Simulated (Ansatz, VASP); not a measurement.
## Two plane-wave programs on CuO

```xyz
4
Lattice="2.9360 0.0000 0.0000 0.0398 2.9358 0.0000 0.0178 0.0176 5.2779" Properties=species:S:1:pos:R:3 pbc="T T T"
Cu    0.0199    1.4679    0.0000
Cu    1.4769    0.0088    2.6389
O     2.9448    0.0181    3.9578
O     0.0489    2.9352    1.3201
```

Alike in both runs: task single point; functional r2SCAN; k mesh 9 × 9 × 5; occupations fermi-dirac, width 0.05 eV; no spin polarisation.

|  | VASP | Ansatz |
| --- | --- | --- |
| version | VASP 6.6.1 | Ansatz 0.2.0 |
| potentials or method | VASP PAW PBE potentials, release 64 (Cu, O) | Ansatz PAW |
| plane-wave cutoff (eV) | 520 | 500 |
| valence electrons in the cell | 34 | 50 |

VASP gave:

| Property | Result |
| --- | --- |
| gap on the k mesh at the Fermi level (eV) | none |
| pressure (GPa) | -8.6 |
| traceless stress, the component that is largest in VASP (GPa) | -3.82 |
| rms of the force components (eV/Å) | 0.006 |

Question: Estimate Ansatz's values.

Answer: gap on the k mesh at the Fermi level (eV): none; pressure (GPa): -9.5; traceless stress, the component that is largest in VASP (GPa): -4.15; rms of the force components (eV/Å): 0.006.

VASP's potentials were made for PBE, not for r2SCAN. Atom by atom the forces differ by 0.000 eV/Å (rms over components). A gap of «none» marks a metal or a gap that the smearing closes. VASP's potentials hold 34 valence electrons a cell and Ansatz's 50, so a difference there can come from the potentials and not from the codes.
